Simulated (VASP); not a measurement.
Set up this calculation in VASP 6.6.1, as the native input.

```yaml
Task: single point
Functional: PBE
Potentials_or_basis: VASP PAW PBE potentials, release 64 (Sr_sv, S, O)
Cutoff: 520 eV
k_mesh: 7 × 7 × 5
Occupations: fermi-dirac, width 0.05 eV
Spin: no spin polarisation
Dipole_correction: no
Further_INCAR_settings: ALGO = Normal; EDIFF = 1e-06; NBANDS = 24
```

The structure of Sr2SO lies in POSCAR:

```
Sr2SO
1.0
    4.0372779570      0.0000000000      0.0000000000
    0.0000000000      4.0372779570      0.0000000000
    0.0000000000      0.0000000000      5.7144127741
Sr S O
2 1 1
Direct
    0.5000000000      0.5000000000      0.5000000000
    0.0000000000      0.0000000000      0.0000000000
    0.0000000000      0.0000000000      0.5000000000
    0.5000000000      0.5000000000      0.0000000000
```

These files were run (other wordings do the same):

INCAR

```
PREC = Accurate
ENCUT = 520
EDIFF = 1E-6
ISMEAR = -1
SIGMA = 0.05
LREAL = False
LASPH = True
NELM = 100
ALGO = Normal
ISIF = 2
LWAVE = False
LCHARG = True
GGA = PE
LELF = True
LVHAR = True
NBANDS = 24
```

KPOINTS

```
Automatic mesh
0
Gamma
  7 7 5
```

Potentials or basis: VASP PAW PBE potentials, release 64 (Sr_sv, S, O).

Launch:

```sh
$ cat potpaw_PBE.64/Sr_sv/POTCAR potpaw_PBE.64/S/POTCAR potpaw_PBE.64/O/POTCAR > POTCAR
$ mpirun -np 1 vasp_std > vasp.out
```

Results of the run:

- Pressure: 0.2 GPa
- Band gap on the k mesh: 2.19 eV, direct

Wall time 61 s on 1 thread of Intel(R) Xeon(R) Platinum 8488C (Sapphire Rapids), on a shared host, peak memory 0.23 GiB.
